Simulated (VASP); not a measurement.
# Cu (Fm-3m) in VASP: notebook

Cu is run at these levels: r2SCAN, r2SCAN+rVV10; tasks: single point.

Everything below comes from runs of VASP 6.6.1. Logs are shortened: lines on timing, memory, paths and dates and some standing lists are left out, and cuts for length are marked.

**1. The cell of the first run**

Symmetry: Fm-3m, No. 225, cubic system. Conventional cell: a = 3.463 Å, b = 3.463 Å, c = 3.463 Å, α = 90.00°, β = 90.00°, γ = 90.00°. Cu (site symmetry m-3m) has 12 Cu at 2.45 Å within 3.2 Å.

**2. Single point, r2SCAN**

The input, POSCAR:

```
Cu
1.0
    0.0000000000      1.7316817900      1.7316817900
    1.7316817900      0.0000000000      1.7316817900
    1.7316817900      1.7316817900      0.0000000000
Cu
1
Direct
    0.0000000000      0.0000000000      0.0000000000
```

The input, INCAR.step1:

```
SYSTEM = Cu
PREC     = Accurate       ! precision mode
ENCUT    = 900            ! plane-wave cutoff, eV
ISMEAR   = -1             ! smearing method
SIGMA    = 0.05           ! smearing width, eV
LREAL    = .FALSE.        ! projectors in reciprocal space
LASPH    = .TRUE.         ! aspherical terms in the spheres
NELM     = 120            ! most SCF steps
NBANDS   = 16             ! bands
GGA      = PE             ! functional
ALGO     = Normal         ! electronic algorithm
EDIFF    = 1E-5           ! SCF threshold, eV
LWAVE    = .TRUE.         ! write WAVECAR
LCHARG   = .FALSE.        ! write CHGCAR
GGA_COMPAT= .FALSE.
```

The input, INCAR.step2:

```
SYSTEM = Cu
PREC     = Accurate       ! precision mode
ENCUT    = 900            ! plane-wave cutoff, eV
EDIFF    = 1E-6           ! SCF threshold, eV
ISMEAR   = -1             ! smearing method
SIGMA    = 0.05           ! smearing width, eV
LREAL    = .FALSE.        ! projectors in reciprocal space
LASPH    = .TRUE.         ! aspherical terms in the spheres
NELM     = 120            ! most SCF steps
ALGO     = Normal         ! electronic algorithm
ISIF     = 2              ! what is computed and relaxed
LWAVE    = .FALSE.        ! write WAVECAR
LCHARG   = .FALSE.        ! write CHGCAR
METAGGA  = R2SCAN         ! meta-GGA
LMIXTAU  = .TRUE.       
NBANDS   = 16             ! bands
ISTART   = 1            
GGA_COMPAT= .FALSE.
```

The input, KPOINTS:

```
Automatic mesh
0
G
  13 13 13
  0 0 0
```

Potentials or basis: VASP PAW PBE potentials, release 64 (Cu_sv_GW).

On the command line:

```
cat potpaw_PBE.64/Cu_sv_GW/POTCAR > POTCAR
cp INCAR.step1 INCAR
mpirun -np 1 vasp_std > vasp.out
cp INCAR.step2 INCAR
mpirun -np 1 vasp_std > vasp.out
```

OUTCAR:

```text
SYSTEM = Cu
   PREC = Accurate
   ENCUT = 900
   EDIFF = 1E-6
   ISMEAR = -1
   LREAL = .FALSE.
   LASPH = .TRUE.
   NELM = 120
   ISIF = 2
   METAGGA = R2SCAN
   ISTART = 1

 ion  position               nearest neighbor table
   1  0.000  0.000  0.000-

  LATTYP: Found a face centered cubic cell.
 ALAT       =     3.4633635800

  Lattice vectors:

 A1 = (   0.0000000000,   1.7316817900,   1.7316817900)
 A2 = (   1.7316817900,   0.0000000000,   1.7316817900)
 A3 = (   1.7316817900,   1.7316817900,   0.0000000000)

Analysis of symmetry for initial positions (statically):
=====================================================================
 Subroutine PRICEL returns:
 Original cell was already a primitive cell.

 Routine SETGRP: Setting up the symmetry group for a
 face centered cubic supercell.

 Subroutine GETGRP returns: Found 48 space group operations
 (whereof 48 operations were pure point group operations)
 out of a pool of 48 trial point group operations.

The static configuration has the point symmetry O_h .

Analysis of symmetry for dynamics (positions and initial velocities):
=====================================================================
 Subroutine PRICEL returns:
 Original cell was already a primitive cell.

 Routine SETGRP: Setting up the symmetry group for a
 face centered cubic supercell.

 Subroutine GETGRP returns: Found 48 space group operations
 (whereof 48 operations were pure point group operations)
 out of a pool of 48 trial point group operations.

The dynamic configuration has the point symmetry O_h .

 Subroutine INISYM returns: Found 48 space group operations
 (whereof 48 operations are pure point group operations),
 and found     1 'primitive' translations

----------------------------------------------------------------------------------------

                                     Primitive cell

  volume of cell :      10.3857

  direct lattice vectors                    reciprocal lattice vectors
     0.000000000  1.731681790  1.731681790    -0.288736651  0.288736651  0.288736651
     1.731681790  0.000000000  1.731681790     0.288736651 -0.288736651  0.288736651
     1.731681790  1.731681790  0.000000000     0.288736651  0.288736651 -0.288736651

  length of vectors
     2.448967873  2.448967873  2.448967873     0.500106549  0.500106549  0.500106549

  position of ions in fractional coordinates (direct lattice)
     0.000000000  0.000000000  0.000000000

  ion indices of the primitive-cell ions
   primitive index   ion index
                 1           1

----------------------------------------------------------------------------------------

 KPOINTS: Automatic mesh

Automatic generation of k-mesh.
 Grid dimensions read from file:
 generate k-points for:   13   13   13

 Generating k-lattice:

  Cartesian coordinates                     Fractional coordinates (reciprocal lattice)
    -0.022210512  0.022210512  0.022210512     0.076923077  0.000000000  0.000000000
     0.022210512 -0.022210512  0.022210512     0.000000000  0.076923077  0.000000000
     0.022210512  0.022210512 -0.022210512     0.000000000  0.000000000  0.076923077

  Length of vectors
     0.038469735  0.038469735  0.038469735

  Shift w.r.t. Gamma in fractional coordinates (k-lattice)
     0.000000000  0.000000000  0.000000000

 Subroutine IBZKPT returns following result:
 ===========================================

 Found     84 irreducible k-points:

 Following reciprocal coordinates:
            Coordinates               Weight
  0.000000  0.000000  0.000000      1.000000
  0.076923  0.000000  0.000000      8.000000
  0.153846  0.000000  0.000000      8.000000
  0.230769  0.000000  0.000000      8.000000
  0.307692  0.000000  0.000000      8.000000
  0.384615  0.000000  0.000000      8.000000
[... 16 lines left out ...]
  0.384615  0.153846  0.000000     24.000000
  0.461538  0.153846  0.000000     24.000000
 [... further k-points ...]
   k-points           NKPTS =     84   k-points in BZ     NKDIM =     84   number of bands    NBANDS=     16
   number of dos      NEDOS =    301   number of ions     NIONS =      1
   total plane-waves  NPLWV =  13824
   dimension x,y,z NGX =    24 NGY =   24 NGZ =   24
   dimension x,y,z NGXF=    48 NGYF=   48 NGZF=   48
   ions per type =               1
   NGX,Y,Z   is equivalent  to a cutoff of  16.29, 16.29, 16.29 a.u.
   NGXF,Y,Z  is equivalent  to a cutoff of  32.58, 32.58, 32.58 a.u.
 SYSTEM =  Cu
   PREC   = accura    normal or accurate (medium, high low for compatibility)
   ISTART =      1    job   : 0-new  1-cont  2-samecut
   ICHARG =      0    charge: 1-file 2-atom 10-const
   ISPIN  =      1    spin polarized calculation?
   LNONCOLLINEAR =      F non collinear calculations
   LSORBIT =      F    spin-orbit coupling
   LASPH  =      T    aspherical Exc in radial PAW
   ENCUT  =  900.0 eV  66.15 Ry    8.13 a.u.   5.99  5.99  5.99*2*pi/ulx,y,z
   NELM   =    120;   NELMIN=  2; NELMDL=  0     # of ELM steps
   EDIFF  = 0.1E-05   stopping-criterion for ELM
   LREAL  =      F    real-space projection
[... 7 lines left out ...]
   TEBEG  =    0.0;   TEEND  =   0.0 temperature during run
   PSTRESS=    0.0 pullay stress
   NELECT =      19.0000    total number of electrons
   NUPDOWN=      -1.0000    fix difference up-down
   EMIN   =  10.00;   EMAX   =-10.00  energy-range for DOS
   EFERMI =   0.00;   METHOD = LEGACY
   ISMEAR =    -1;   SIGMA  =   0.05  broadening in eV -4-tet -1-fermi 0-gaus
   EFERMI_NEDOS =   21; number of points for ismear=-14 and -15
   IALGO  =     38    algorithm
   IMIX   =      4    mixing-type and parameters
     AMIX     =   0.40;   BMIX     =  1.00
     AMIX_MAG =   1.60;   BMIX_MAG =  1.00
  volume/ion in A,a.u.               =      10.39        70.09
  Fermi-wavevector in a.u.,A,eV,Ry     =   2.002233  3.783672 54.544898  4.008937
  Thomas-Fermi vector in A             =   3.017249
   LORBIT       =      0    0 simple, 1 ext, 2 COOP (PROOUT), +10 PAW based schemes
   METAGGA = R2SCAN    functional components
   LHFCALC =     F    Hartree Fock is set to
   AEXX    =    0.0000 exact exchange contribution
   IVDW    =     0    specifies the selected vdW correction
   LEPSILON=     F    determine dielectric tensor
   LRPA    =     F    only Hartree local field effects (RPA)
 non-spin polarized calculation
  energy-cutoff  :      900.00
  volume of cell :       10.39
 maximum number of plane-waves:       650
   NGX = 11   NGY = 11   NGZ = 11

 number of electron      19.0000005 magnetization

 Free energy of the ion-electron system (eV)
  ---------------------------------------------------
  ext. energy  EPLUGINS =         0.00000000
  ---------------------------------------------------
  free energy    TOTEN  =       -10.85617487 eV

  energy without entropy =      -10.85338850  energy(sigma->0) =      -10.85478168

 E-fermi :   9.2450     XC(G=0): -15.4392

 val. band max:        9.0814039816   @ k =   0.4615   0.2308   0.0000
 cond. band min:       9.2901219534   @ k =   0.4615   0.3077   0.0000
 fundamental gap:      0.2087179718
 Fermi energy:         9.2450192779

 k-point     1 :       0.0000    0.0000    0.0000
  band No.  band energies     occupation
      1    -107.7521      2.00000
      2     -63.4828      2.00000
      3     -63.4828      2.00000
      4     -63.4828      2.00000
      5      -1.7153      2.00000
      6       5.5099      2.00000
[... 8 lines left out ...]
     15      40.0812      0.00000
     16      40.0812      0.00000

 k-point     2 :       0.0769    0.0000    0.0000
  band No.  band energies     occupation
      1    -107.7507      2.00000
      2     -63.4933      2.00000
      3     -63.4844      2.00000
      4     -63.4844      2.00000
      5      -1.4711      2.00000
      6       5.4505      2.00000
[... 8 lines left out ...]
     15      41.0651      0.00000
     16      41.0651      0.00000

 k-point     3 :       0.1538    0.0000    0.0000
  band No.  band energies     occupation
      1    -107.7465      2.00000
      2     -63.5221      2.00000
      3     -63.4886      2.00000
      4     -63.4886      2.00000
      5      -0.7571      2.00000
      6       5.3042      2.00000
[... 8 lines left out ...]
     15      41.9581      0.00000
     16      42.4543      0.00000

 k-point     4 :       0.2308    0.0000    0.0000
  band No.  band energies     occupation
      1    -107.7407      2.00000
      2     -63.5624      2.00000
      3     -63.4945      2.00000
      4     -63.4945      2.00000
      5       0.3533      2.00000
      6       5.1714      2.00000
[... 8 lines left out ...]
     15      41.4405      0.00000
     16      41.4405      0.00000

 k-point     5 :       0.3077    0.0000    0.0000
  band No.  band energies     occupation
      1    -107.7344      2.00000
      2     -63.6051      2.00000
      3     -63.5007      2.00000
      4     -63.5007      2.00000
      5       1.6491      2.00000
      6       5.2704      2.00000
[... 8 lines left out ...]
     15      39.5339      0.00000
     16      39.5339      0.00000

 k-point     6 :       0.3846    0.0000    0.0000
  band No.  band energies     occupation
      1    -107.7292      2.00000
      2     -63.6404      2.00000
      3     -63.5059      2.00000
      4     -63.5058      2.00000
      5       2.6259      2.00000
      6       5.5243      2.00000
[... 8 lines left out ...]
     15      38.0186      0.00000
     16      38.0186      0.00000

 k-point     7 :       0.4615    0.0000    0.0000
  band No.  band energies     occupation
      1    -107.7263      2.00000
      2     -63.6604      2.00000
      3     -63.5088      2.00000
      4     -63.5088      2.00000
      5       2.9799      2.00000
      6       5.4571      2.00000
[... 8 lines left out ...]
     15      37.1697      0.00000
     16      37.1697      0.00000

 k-point     8 :       0.0769    0.0769    0.0000
  band No.  band energies     occupation
      1    -107.7502      2.00000
      2     -63.4930      2.00000
      3     -63.4868      2.00000
      4     -63.4868      2.00000
      5      -1.3900      2.00000
      6       5.4009      2.00000
[... 8 lines left out ...]
     15      41.5743      0.00000
     16      42.5505      0.00000

 k-point     9 :       0.1538    0.0769    0.0000
  band No.  band energies     occupation
      1    -107.7469      2.00000
      2     -63.5144      2.00000
      3     -63.4917      2.00000
      4     -63.4896      2.00000
      5      -0.8335      2.00000
      6       5.2629      2.00000
[... 8 lines left out ...]
     15      40.7713      0.00000
     16      42.8445      0.00000
[... 172 lines left out ...]
 k-point    19 :      -0.0769    0.0769    0.0000
  band No.  band energies     occupation
      1    -107.7483      2.00000
      2     -63.5075      2.00000
      3     -63.4908      2.00000
      4     -63.4852      2.00000
      5      -1.0702      2.00000
      6       5.3451      2.00000
[... 8 lines left out ...]
     15      40.3852      0.00000
     16      40.4512      0.00000

 k-point    20 :       0.1538    0.1538    0.0000
  band No.  band energies     occupation
      1    -107.7446      2.00000
      2     -63.5207      2.00000
      3     -63.4975      2.00000
      4     -63.4975      2.00000
      5      -0.4455      2.00000
      6       5.1036      2.00000
[... 8 lines left out ...]
     15      39.5331      0.00000
     16      45.0096      0.00000

 k-point    21 :       0.2308    0.1538    0.0000
  band No.  band energies     occupation
      1    -107.7402      2.00000
      2     -63.5469      2.00000
      3     -63.5047      2.00000
      4     -63.5033      2.00000
      5       0.3689      2.00000
      6       4.9157      2.00000
[... 8 lines left out ...]
     15      37.9759      0.00000
     16      44.9677      0.00000

 k-point    22 :       0.3077    0.1538    0.0000
  band No.  band energies     occupation
      1    -107.7347      2.00000
      2     -63.5819      2.00000
      3     -63.5115      2.00000
      4     -63.5104      2.00000
      5       1.4978      2.00000
      6       4.7751      2.00000
[... 8 lines left out ...]
     15      39.4102      0.00000
     16      44.1243      0.00000

 k-point    23 :       0.3846    0.1538    0.0000
  band No.  band energies     occupation
      1    -107.7293      2.00000
      2     -63.6156      2.00000
      3     -63.5193      2.00000
      4     -63.5165      2.00000
      5       2.6462      2.00000
      6       4.8051      2.00000
[... 8 lines left out ...]
     15      42.4063      0.00000
     16      43.4024      0.00000

 k-point    24 :       0.4615    0.1538    0.0000
  band No.  band energies     occupation
      1    -107.7253      2.00000
      2     -63.6401      2.00000
      3     -63.5283      2.00000
      4     -63.5185      2.00000
      5       3.3176      2.00000
      6       4.9840      2.00000
[... 8 lines left out ...]
     15      42.7059      0.00000
     16      42.8146      0.00000

 [... further k-points ...]
[... 5 lines left out ...]
  --------------------------------------------------------------------------------------
  -------------------------------------------------------------------------------------
  Total        1.2078745      1.2078745      1.2078745      0.0000000     -0.0000000      0.0000000
  in kB      186.3365797    186.3365797    186.3365797      0.0000000     -0.0000000      0.0000000
  external PRESSURE =     186.3365797 kB  Pullay stress =       0.0000000 kB

 VOLUME and BASIS-vectors are now :
 -----------------------------------------------------------------------------
  energy-cutoff  :      900.00
  volume of cell :       10.39
      direct lattice vectors                 reciprocal lattice vectors
     0.000000000  1.731681790  1.731681790    -0.288736651  0.288736651  0.288736651
     1.731681790  0.000000000  1.731681790     0.288736651 -0.288736651  0.288736651
     1.731681790  1.731681790  0.000000000     0.288736651  0.288736651 -0.288736651

 POSITION                                       TOTAL-FORCE (eV/Angst)
 -----------------------------------------------------------------------------------
      0.00000      0.00000      0.00000         0.000000      0.000000      0.000000
 -----------------------------------------------------------------------------------
    total drift:                               -0.000000     -0.000000      0.000000

  FREE ENERGIE OF THE ION-ELECTRON SYSTEM (eV)
  ---------------------------------------------------
  free  energy   TOTEN  =       -10.8561748680 eV

  energy  without entropy=      -10.8533884981  energy(sigma->0) =      -10.85478168
```

Wall time 2 min (1 thread of AMD EPYC 7R13 (Zen 3), shared host); peak memory 0.15 GiB.

What came out:

```yaml
Free_energy: -10.8562 eV
Pressure: 18.6 GPa
Band_gap_on_the_k_mesh: zero (an odd number of electrons rules out a gap without spin polarisation)
```

Caveat: the cell stands under pressure; the PAW data sets were made with another functional, which shifts forces and pressure a little.

**3. Single point, r2SCAN+rVV10**

This run uses another cell than the first one, of 12.05 Å³/atom.

The input, POSCAR:

```
Cu
1.0
    0.0000000000      1.8194705475      1.8194705475
    1.8194705475      0.0000000000      1.8194705475
    1.8194705475      1.8194705475      0.0000000000
Cu
1
Direct
    0.0000000000      0.0000000000      0.0000000000
```

The input, INCAR.step1:

```
SYSTEM = Cu
PREC = Accurate
ENCUT = 900
ISMEAR = -1
SIGMA = 0.05
LREAL = .FALSE.
LASPH = .TRUE.
NELM = 120
NBANDS = 16
GGA = PE
ALGO = Normal
EDIFF = 1E-5
LWAVE = .TRUE.
LCHARG = .FALSE.
GGA_COMPAT = .FALSE.
```

The input, INCAR.step2:

```
SYSTEM = Cu
PREC = Accurate
ENCUT = 900
EDIFF = 1E-6
ISMEAR = -1
SIGMA = 0.05
LREAL = .FALSE.
LASPH = .TRUE.
NELM = 120
ALGO = Normal
ISIF = 2
LWAVE = .FALSE.
LCHARG = .FALSE.
METAGGA = R2SCAN
LMIXTAU = .TRUE.
LUSE_VDW = .TRUE.
IVDW_NL = 2
BPARAM = 11.95
CPARAM = 0.0093
NBANDS = 16
ISTART = 1
GGA_COMPAT = .FALSE.
```

KPOINTS is that of step 2.

Potentials or basis: VASP PAW PBE potentials, release 64 (Cu_sv_GW).

On the command line:

```
cat potpaw_PBE.64/Cu_sv_GW/POTCAR > POTCAR
cp INCAR.step1 INCAR
mpirun -np 1 vasp_std > vasp.out
cp INCAR.step2 INCAR
mpirun -np 1 vasp_std > vasp.out
```

Run time: 3.2 min. Hardware: 1 thread of Intel Xeon Platinum 8488C (Sapphire Rapids), shared host; peak memory 0.3 GiB.

The run converged. Its results:

```yaml
Free_energy: -10.3142 eV
Pressure: -9.4 GPa
Band_gap_on_the_k_mesh: zero (an odd number of electrons rules out a gap without spin polarisation)
```

Levels at points of the mesh, in eV from the Fermi level:
```tsv
k point	band 7	band 8	band 9	band 10	band 11	band 12	band 13	band 14
(0.00, 0.00, 0.00)	-3.20	-3.20	-2.41	-2.41	23.05	25.86	25.86	25.86
```

Caveat: the cell stands under tension; the PAW data sets were made with another functional, which shifts forces and pressure a little.

The gap in the log of VASP goes by the Fermi energy; the results here count the filled bands.